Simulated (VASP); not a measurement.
TaTi, 2 atoms in the cell. It takes space group Cmmm (No. 65, orthorhombic). The conventional cell has a = 3.266 Å, b = 4.595 Å, c = 4.684 Å, α = 90.00°, β = 90.00°, γ = 90.00°. Within 3.7 Å of Ti (site symmetry mmm) lie 6 Ti at 2.82 to 3.27 Å and 8 Ta at 2.86 to 3.28 Å. Ta (site symmetry mmm) has 6 Ta at 2.82 to 3.27 Å and 8 Ti at 2.86 to 3.28 Å within 3.7 Å. 

| Item | Value |
| --- | --- |
| Program | VASP 6.6.1 |
| Task | single point |
| Functional | PBEsol |
| Potentials or basis | VASP PAW PBE potentials, release 64 (Ti_sv, Ta_pv) |
| Cutoff | 520 eV |
| k mesh | 12 × 12 × 7 |
| Occupations | fermi-dirac, width 0.05 eV |
| Spin | no spin polarisation |
| Dipole correction | no |
| Further INCAR settings | ALGO = Normal; EDIFF = 1e-06; NBANDS = 18 |

Potentials or basis: VASP PAW PBE potentials, release 64 (Ti_sv, Ta_pv).

The run is started by

```sh
$ cat potpaw_PBE.64/Ti_sv/POTCAR potpaw_PBE.64/Ta_pv/POTCAR > POTCAR
$ mpirun -np 1 vasp_std > vasp.out
```

Hardware: 1 thread of Intel(R) Xeon(R) Platinum 8375C CPU @ 2.90GHz (Ice Lake), with other jobs on the host.

How long does it take, and how much memory?

It took 110 s on 1 thread of Intel(R) Xeon(R) Platinum 8375C CPU @ 2.90GHz (Ice Lake) (shared host), peak memory 0.24 GiB. Counts: scf iterations 15, k points 172.
